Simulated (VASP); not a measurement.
Runs of VASP 6.6.1 on Hg. The structure is that of space group R-3m (No. 166), or close to it. The cells are those of the table. 

```csv
task,cell,cutoff (eV),gap on the mesh (eV),pressure (GPa)
single point,"a = 3.014 Å, angles 70.1°, 1 atom",520,none,-1.7
single point,"a = 3.056 Å, angles 70.5°, 1 atom",520,none,(b)
single point,"a = 2.970 Å, angles 69.6°, 1 atom",520,none,0.7
electric field gradients,"a = 2.997 Å, angles 70.5°, 1 atom",400,none,-1.1
single point,"a = 3.024 Å, angles 71.4°, 1 atom",520,none,(a)
single point,"a = 2.980 Å, angles 71.0°, 1 atom",520,none,-0.4
electric field gradients,"a = 2.971, b = 3.008, c = 3.012 Å, angles 70.5, 70.3, 70.7°, 1 atom",520,none,-1.1
single point,"a = 2.971, b = 3.008, c = 3.012 Å, angles 70.5, 70.3, 70.7°, 1 atom",520,none,-1.1
```

Alike in all rows: level LDA; potentials or basis VASP PAW LDA potentials, release 64 (Hg); no spin polarisation; k mesh 12 × 12 × 12; smearing fermi-dirac 0.03 eV.

Q: Estimate the missing entries.

A: (a) -2.4; (b) -3.2.

Caveats: spin-orbit coupling is left out, which moves the levels of the heavy elements; the cell stands under tension (at least some runs).

A k mesh can miss the band edges, and the runs leave out spin-orbit coupling on Hg.

A gap of «none» marks levels without a gap at the run's occupations.
